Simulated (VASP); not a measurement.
# BeTe2 (P3m1) in VASP: a series of runs

BeTe2 is run at these levels: PBE; tasks: single point, relaxation of cell and atoms.

Program: VASP 6.6.1. These are calculated values, not measurements. Logs are shortened: lines on timing, memory, paths and dates and some standing lists are left out, and cuts for length are marked.

**1. The cell of the first run**

The structure is trigonal, space group P3m1 (No. 156). Conventional cell: a = 3.536 Å, b = 3.536 Å, c = 8.152 Å, α = 90.00°, β = 90.00°, γ = 120.00°. Within 3.1 Å of Be (site symmetry 3m) lie 4 Te at 2.38 to 2.42 Å. Within 3.1 Å of Te (site symmetry 3m) lie 1 Be at 2.38 Å. Te (site symmetry 3m) has 3 Be at 2.42 Å within 3.2 Å.

The cell was built from a structure type or drawn by symmetry, and may not be a known phase.

**2. Single point, PBE**

File INCAR:

```
PREC     = Accurate       # precision mode
ENCUT    = 520            # plane-wave cutoff, eV
EDIFF    = 1E-7           # SCF threshold, eV
ISMEAR   = 0              # smearing method
SIGMA    = 0.1            # smearing width, eV
LREAL    = False          # projectors in reciprocal space
LASPH    = True           # aspherical terms in the spheres
NELM     = 60             # most SCF steps
ALGO     = Normal         # electronic algorithm
ISIF     = 2              # what is computed and relaxed
LWAVE    = False          # write WAVECAR
LCHARG   = False          # write CHGCAR
GGA      = PE             # functional
NBANDS   = 14             # bands
```

File KPOINTS:

```
regular mesh
0
Gamma
  12 12 6
```

File POSCAR:

```
BeTe2
1.0
    3.5357669904      0.0000000000      0.0000000000
   -1.7678834952      3.0620640356      0.0000000000
    0.0000000000      0.0000000000      8.1524260212
Be Te
1 2
Direct
    0.3333333333      0.6666666667      0.0075077144
    0.3333333333      0.6666666667      0.2998340920
    0.0000000000      0.0000000000      0.8481933436
```

Potentials or basis: VASP PAW PBE potentials, release 64 (Be, Te).

Command:

```
cat potpaw_PBE.64/Be/POTCAR potpaw_PBE.64/Te/POTCAR > POTCAR
mpirun -np 1 vasp_std > vasp.out
```

OUTCAR:

```text
PREC = Accurate
   ENCUT = 520
   EDIFF = 1E-7
   ISMEAR = 0
   LREAL = False
   LASPH = True
   NELM = 60
   ISIF = 2
   GGA = PE

 ion  position               nearest neighbor table
   1  0.333  0.667  0.008-   2 2.38   3 2.42   3 2.42   3 2.42
   2  0.333  0.667  0.300-   1 2.38
   3  0.000  0.000  0.848-   1 2.42   1 2.42   1 2.42

  LATTYP: Found a hexagonal cell.
 ALAT       =     3.5357669904
 C/A-ratio  =     2.3057022828

  Lattice vectors:

 A1 = (   3.5357669904,   0.0000000000,   0.0000000000)
 A2 = (  -1.7678834952,   3.0620640356,   0.0000000000)
 A3 = (   0.0000000000,   0.0000000000,   8.1524260212)

Analysis of symmetry for initial positions (statically):
=====================================================================
 Subroutine PRICEL returns:
 Original cell was already a primitive cell.

 Routine SETGRP: Setting up the symmetry group for a
 hexagonal supercell.

 Subroutine GETGRP returns: Found  6 space group operations
 (whereof  6 operations were pure point group operations)
 out of a pool of 24 trial point group operations.

The static configuration has the point symmetry C_3v.

Analysis of symmetry for dynamics (positions and initial velocities):
=====================================================================
 Subroutine PRICEL returns:
 Original cell was already a primitive cell.

 Routine SETGRP: Setting up the symmetry group for a
 hexagonal supercell.

 Subroutine GETGRP returns: Found  6 space group operations
 (whereof  6 operations were pure point group operations)
 out of a pool of 24 trial point group operations.

The dynamic configuration has the point symmetry C_3v.

 Subroutine INISYM returns: Found  6 space group operations
 (whereof  6 operations are pure point group operations),
 and found     1 'primitive' translations

----------------------------------------------------------------------------------------

                                     Primitive cell

  volume of cell :      88.2642

  direct lattice vectors                    reciprocal lattice vectors
     3.535766990  0.000000000  0.000000000     0.282824067  0.163288551  0.000000000
    -1.767883495  3.062064036  0.000000000     0.000000000  0.326577102  0.000000000
     0.000000000  0.000000000  8.152426021     0.000000000  0.000000000  0.122662873

  length of vectors
     3.535766990  3.535766990  8.152426021     0.326577102  0.326577102  0.122662873

  position of ions in fractional coordinates (direct lattice)
     0.333333333  0.666666667  0.007507714
     0.333333333  0.666666667  0.299834092
     0.000000000  0.000000000  0.848193344

  ion indices of the primitive-cell ions
   primitive index   ion index
                 1           1
                 2           2
                 3           3

----------------------------------------------------------------------------------------

 KPOINTS: regular mesh

Automatic generation of k-mesh.
 Grid dimensions read from file:
 generate k-points for:   12   12    6

 Generating k-lattice:

  Cartesian coordinates                     Fractional coordinates (reciprocal lattice)
     0.023568672  0.013607379  0.000000000     0.083333333  0.000000000  0.000000000
     0.000000000  0.027214759  0.000000000     0.000000000  0.083333333  0.000000000
     0.000000000  0.000000000  0.020443812     0.000000000  0.000000000  0.166666667

  Length of vectors
     0.027214759  0.027214759  0.020443812

  Shift w.r.t. Gamma in fractional coordinates (k-lattice)
     0.000000000  0.000000000  0.000000000

 Subroutine IBZKPT returns following result:
 ===========================================

 Found    100 irreducible k-points:

 Following reciprocal coordinates:
            Coordinates               Weight
  0.000000  0.000000  0.000000      1.000000
  0.083333  0.000000  0.000000      6.000000
  0.166667  0.000000  0.000000      6.000000
  0.250000 -0.000000  0.000000      6.000000
  0.333333 -0.000000  0.000000      6.000000
  0.416667  0.000000  0.000000      6.000000
[... 16 lines left out ...]
  0.166667  0.000000  0.166667      6.000000
  0.000000  0.166667  0.166667      6.000000
 [... further k-points ...]
   k-points           NKPTS =    100   k-points in BZ     NKDIM =    100   number of bands    NBANDS=     14
   number of dos      NEDOS =    301   number of ions     NIONS =      3
   total plane-waves  NPLWV =  50176
   dimension x,y,z NGX =    28 NGY =   28 NGZ =   64
   dimension x,y,z NGXF=    56 NGYF=   56 NGZF=  128
   ions per type =               1   2
   NGX,Y,Z   is equivalent  to a cutoff of  13.17, 13.17, 13.05 a.u.
   NGXF,Y,Z  is equivalent  to a cutoff of  26.33, 26.33, 26.10 a.u.
 SYSTEM =  unknown system
   PREC   = accura    normal or accurate (medium, high low for compatibility)
   ISTART =      0    job   : 0-new  1-cont  2-samecut
   ICHARG =      2    charge: 1-file 2-atom 10-const
   ISPIN  =      1    spin polarized calculation?
   LNONCOLLINEAR =      F non collinear calculations
   LSORBIT =      F    spin-orbit coupling
   LASPH  =      T    aspherical Exc in radial PAW
   ENCUT  =  520.0 eV  38.22 Ry    6.18 a.u.   6.57  6.57 15.16*2*pi/ulx,y,z
   NELM   =     60;   NELMIN=  2; NELMDL= -5     # of ELM steps
   EDIFF  = 0.1E-06   stopping-criterion for ELM
   LREAL  =      F    real-space projection
   EDIFFG = 0.1E-05   stopping-criterion for IOM
   NSW    =      0    number of steps for IOM
   IBRION =     -1    ionic relax: 0-MD 1-quasi-New 2-CG
   NFREE  =      0    steps in history (QN), initial steepest desc. (CG)
   ISIF   =      2    stress and relaxation
   ISYM   =      2    0-nonsym 1-usesym 2-fastsym
   POTIM  = 0.5000    time-step for ionic-motion
   TEBEG  =    0.0;   TEEND  =   0.0 temperature during run
   PSTRESS=    0.0 pullay stress
   NELECT =      14.0000    total number of electrons
   NUPDOWN=      -1.0000    fix difference up-down
   EMIN   =  10.00;   EMAX   =-10.00  energy-range for DOS
   EFERMI =   0.00;   METHOD = LEGACY
   ISMEAR =     0;   SIGMA  =   0.10  broadening in eV -4-tet -1-fermi 0-gaus
   EFERMI_NEDOS =   21; number of points for ismear=-14 and -15
   IALGO  =     38    algorithm
   IMIX   =      4    mixing-type and parameters
     AMIX     =   0.40;   BMIX     =  1.00
     AMIX_MAG =   1.60;   BMIX_MAG =  1.00
  volume/ion in A,a.u.               =      29.42       198.55
  Fermi-wavevector in a.u.,A,eV,Ry     =   0.886181  1.674640 10.684891  0.785317
  Thomas-Fermi vector in A             =   2.007313
   LORBIT       =      0    0 simple, 1 ext, 2 COOP (PROOUT), +10 PAW based schemes
   GGA     = PE    functional components
   LHFCALC =     F    Hartree Fock is set to
   AEXX    =    0.0000 exact exchange contribution
   IVDW    =     0    specifies the selected vdW correction
   LEPSILON=     F    determine dielectric tensor
   LRPA    =     F    only Hartree local field effects (RPA)
 non-spin polarized calculation
 Gauss-broadening in eV      SIGMA  =   0.10
  energy-cutoff  :      520.00
  volume of cell :       88.26
 maximum number of plane-waves:      2412
 NGX is ok and might be reduce to    28
   NGX = 13   NGY = 13   NGZ = 31

 number of electron      13.9999999 magnetization

 Free energy of the ion-electron system (eV)
  ---------------------------------------------------
  ext. energy  EPLUGINS =         0.00000000
  ---------------------------------------------------
  free energy    TOTEN  =       -10.03322786 eV

  energy without entropy =      -10.02243985  energy(sigma->0) =      -10.02783386

 E-fermi :   4.0353     XC(G=0):  -8.4547

 val. band max:        4.0340861326   @ k =   0.2500  -0.0000   0.0000
 cond. band min:       4.0374662055   @ k =   0.2500  -0.0000   0.1667
 fundamental gap:      0.0033800729
 Fermi energy:         4.0352776700

 k-point     1 :       0.0000    0.0000    0.0000
  band No.  band energies     occupation
      1      -8.3868      2.00000
      2      -7.7743      2.00000
      3      -0.7089      2.00000
      4       2.3227      2.00000
      5       5.3430      0.00000
      6       5.3430      0.00000
      7       6.2390      0.00000
      8       6.2390      0.00000
      9       7.0480      0.00000
     10       9.8007      0.00000
     11       9.8007      0.00000
     12      10.3762      0.00000
     13      11.4929      0.00000
     14      13.5501      0.00000

 k-point     2 :       0.0833    0.0000    0.0000
  band No.  band energies     occupation
      1      -8.2970      2.00000
      2      -7.6907      2.00000
      3      -0.6195      2.00000
      4       2.3779      2.00000
      5       4.6104      0.00000
      6       5.1060      0.00000
      7       5.5691      0.00000
      8       6.1023      0.00000
      9       7.1438      0.00000
     10       9.5656      0.00000
     11      10.0351      0.00000
     12      10.9567      0.00000
     13      11.9373      0.00000
     14      12.8334      0.00000

 k-point     3 :       0.1667    0.0000    0.0000
  band No.  band energies     occupation
      1      -8.0327      2.00000
      2      -7.4476      2.00000
      3      -0.3567      2.00000
      4       2.5084      2.00000
      5       3.1165      2.00000
      6       4.1813      0.03888
      7       4.5848      0.00000
      8       5.7439      0.00000
      9       7.4220      0.00000
     10       8.9973      0.00000
     11      10.4799      0.00000
     12      11.1133      0.00000
     13      11.6690      0.00000
     14      12.8522      0.00000

 k-point     4 :       0.2500   -0.0000    0.0000
  band No.  band energies     occupation
      1      -7.6139      2.00000
      2      -7.0720      2.00000
      3       0.0530      2.00000
      4       1.5078      2.00000
      5       2.4025      2.00000
      6       2.9903      2.00000
      7       4.0341      1.01344
      8       5.3085      0.00000
      9       7.8438      0.00000
     10       8.4148      0.00000
     11       9.9570      0.00000
     12      10.7166      0.00000
     13      10.9471      0.00000
     14      12.2426      0.00000

 k-point     5 :       0.3333   -0.0000    0.0000
  band No.  band energies     occupation
      1      -7.0892      2.00000
      2      -6.6275      2.00000
      3      -0.0086      2.00000
      4       0.6652      2.00000
      5       1.2396      2.00000
      6       2.9525      2.00000
      7       3.5860      2.00000
      8       4.9262      0.00000
      9       7.7823      0.00000
     10       8.4721      0.00000
     11       9.0868      0.00000
[... 276 lines left out ...]
 k-point    22 :       0.0000    0.0833    0.1667
  band No.  band energies     occupation
      1      -8.2882      2.00000
      2      -7.7035      2.00000
      3      -0.5391      2.00000
      4       2.1731      2.00000
      5       4.6134      0.00000
      6       5.1101      0.00000
      7       5.5670      0.00000
      8       6.0949      0.00000
      9       7.5038      0.00000
     10       9.5496      0.00000
     11      10.0418      0.00000
     12      10.9707      0.00000
     13      11.8444      0.00000
     14      12.6736      0.00000

 k-point    23 :       0.1667    0.0000    0.1667
  band No.  band energies     occupation
      1      -8.0241      2.00000
      2      -7.4600      2.00000
      3      -0.2795      2.00000
      4       2.3238      2.00000
      5       3.1174      2.00000
      6       4.1773      0.04457
      7       4.5877      0.00000
      8       5.7384      0.00000
      9       7.7131      0.00000
     10       9.0702      0.00000
     11      10.4853      0.00000
     12      11.1332      0.00000
     13      11.5805      0.00000
     14      12.5488      0.00000

 k-point    24 :       0.0000    0.1667    0.1667
  band No.  band energies     occupation
      1      -8.0241      2.00000
      2      -7.4600      2.00000
      3      -0.2791      2.00000
      4       2.3174      2.00000
      5       3.1247      2.00000
      6       4.1777      0.04400
      7       4.5893      0.00000
      8       5.7348      0.00000
      9       7.7547      0.00000
     10       8.9588      0.00000
     11      10.4969      0.00000
     12      11.1078      0.00000
     13      11.6757      0.00000
     14      12.6255      0.00000

 [... further k-points ...]

------------------------ aborting loop because EDIFF is reached ----------------------------------------

  FORCE on cell =-STRESS in cart. coord.  units (eV):
  Direction    XX          YY          ZZ          XY          YZ          ZX
  --------------------------------------------------------------------------------------
  -------------------------------------------------------------------------------------
  Total        0.0229333      0.0229333      0.0681173     -0.0000000      0.0000000      0.0000000
  in kB        0.4162872      0.4162872      1.2364682     -0.0000000      0.0000000      0.0000000
  external PRESSURE =       0.6896809 kB  Pullay stress =       0.0000000 kB

 VOLUME and BASIS-vectors are now :
 -----------------------------------------------------------------------------
  energy-cutoff  :      520.00
  volume of cell :       88.26
      direct lattice vectors                 reciprocal lattice vectors
     3.535766990  0.000000000  0.000000000     0.282824067  0.163288551  0.000000000
    -1.767883495  3.062064036  0.000000000     0.000000000  0.326577102  0.000000000
     0.000000000  0.000000000  8.152426021     0.000000000  0.000000000  0.122662873

 POSITION                                       TOTAL-FORCE (eV/Angst)
 -----------------------------------------------------------------------------------
     -0.00000      2.04138      0.06121        -0.000000      0.000000      0.008473
     -0.00000      2.04138      2.44438        -0.000000      0.000000      0.016470
      0.00000      0.00000      6.91483         0.000000     -0.000000     -0.024943
 -----------------------------------------------------------------------------------
    total drift:                               -0.000000     -0.000000     -0.000122

  FREE ENERGIE OF THE ION-ELECTRON SYSTEM (eV)
  ---------------------------------------------------
  free  energy   TOTEN  =       -10.0332278647 eV

  energy  without entropy=      -10.0224398478  energy(sigma->0) =      -10.02783386
```

It took 61 s on 1 thread of Intel Xeon 6975P-C (Granite Rapids), shared host; peak memory 0.29 GiB.

What came out:

```
Free energy            : -10.0332 eV
Pressure               : 0.1 GPa
Largest force          : 0.025 eV/Å
Band gap on the k mesh : zero (bands 7 and 8 overlap by 3.46 eV)
```

Forces on the atoms (eV/Å):
```
Be   0.000  0.000  0.008
Te   0.000  0.000  0.016
Te   0.000  0.000 -0.025
```

Caveat: spin-orbit coupling is left out, which moves the levels of the heavy elements; this functional lacks dispersion, which binds the layers, so the pressure and a relaxed spacing across them are unreliable.

(Continued in part 2 of 2.)
